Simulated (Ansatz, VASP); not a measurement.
This is a calculation of Yb for VASP 6.6.1.

The input INCAR:

```
PREC     = Accurate       # precision mode
ENCUT    = 520            # plane-wave cutoff, eV
EDIFF    = 1E-7           # SCF threshold, eV
ISMEAR   = -1             # smearing method
SIGMA    = 0.05           # smearing width, eV
LREAL    = False          # projectors in reciprocal space
LASPH    = True           # aspherical terms in the spheres
NELM     = 150            # most SCF steps
ALGO     = Normal         # electronic algorithm
ISIF     = 2              # what is computed and relaxed
LWAVE    = False          # write WAVECAR
LCHARG   = True           # write CHGCAR
ISPIN    = 2              # spin polarisation
MAGMOM   = 1.5 1.5        # initial moments
LORBIT   = 11             # projections on sites
NUPDOWN  = 3.0            # fixed moment
LMAXMIX  = 6              # l up to which the mixer works
GGA      = PE             # functional
LELF     = True           # ELF
LVHAR    = True         
NBANDS   = 35             # bands
```

Contents of KPOINTS:

```
Automatic mesh
0
Gamma
  7 7 4
```

Contents of POSCAR:

```
Yb
1.0
    3.8799000000      0.0000000000      0.0000000000
   -1.9399500000      3.3600919641      0.0000000000
    0.0000000000      0.0000000000      6.3859000000
Yb
2
Direct
    0.6666666667      0.3333333333      0.7500000000
    0.3333333333      0.6666666667      0.2500000000
```

Potentials or basis: VASP PAW PBE potentials, release 64 (Yb).

Run with:

```console
$ cat potpaw_PBE.64/Yb/POTCAR > POTCAR
$ mpirun -np 1 vasp_std > vasp.out
```

Question: Translate it to Ansatz 0.2.0. Potentials there: Ansatz PAW.

Answer: As run (the cutoff follows the program's own potentials):

input.yaml

```yaml
crystal:
  lattice:
    - [3.8799, 0.0, 0.0]
    - [-1.93995, 3.3600919641, 0.0]
    - [0.0, 0.0, 6.3859]
  atoms:
    - { symbol: Yb, position: [0.6666666667, 0.3333333333, 0.75], spin: 1.5 }
    - { symbol: Yb, position: [0.3333333333, 0.6666666667, 0.25], spin: 1.5 }
hamiltonian:
  xc: pbe
  pseudopotentials: { kind: paw }
magnetization:
  spin_polarized: true
  initial_magnetization: 3.0
  spin_locking: { lock_magnetization: hard }
kpoints:
  mp_grid: { grid: [7, 7, 4] }
scf:
  occupations: { method: fermi_dirac, width: 0.05 }
  lower_state_search: "off"
output:
  forces: true
  stress: true
  eigenvalues: true
```

Potentials or basis: Ansatz PAW.

The run is started by

```bash
$ ansatz run input.yaml --threads 2 --pin off --max-ram 5632MiB --backend cpu --events-out ev --progress --plain --runs-dir out
```

Both were run:

|  | VASP | Ansatz | Ansatz less VASP |
| --- | --- | --- | --- |
| pressure (GPa) | -2.9 | -2.6 | +0.24 |
| traceless stress, the component that is largest in VASP (GPa) | -0.59 | -0.60 | -0.010 |
| net moment per atom (μB) | 1.50 | 1.50 | 0.000 |
| size of the moment on the site where the two differ most (μB) | 0.65 | 0.93 | +0.279 |

Site moments also hang on the region over which each program counts them. The functional is the same, so the differences come from potentials, cutoffs and numerics.

Neither program's run includes spin-orbit coupling.
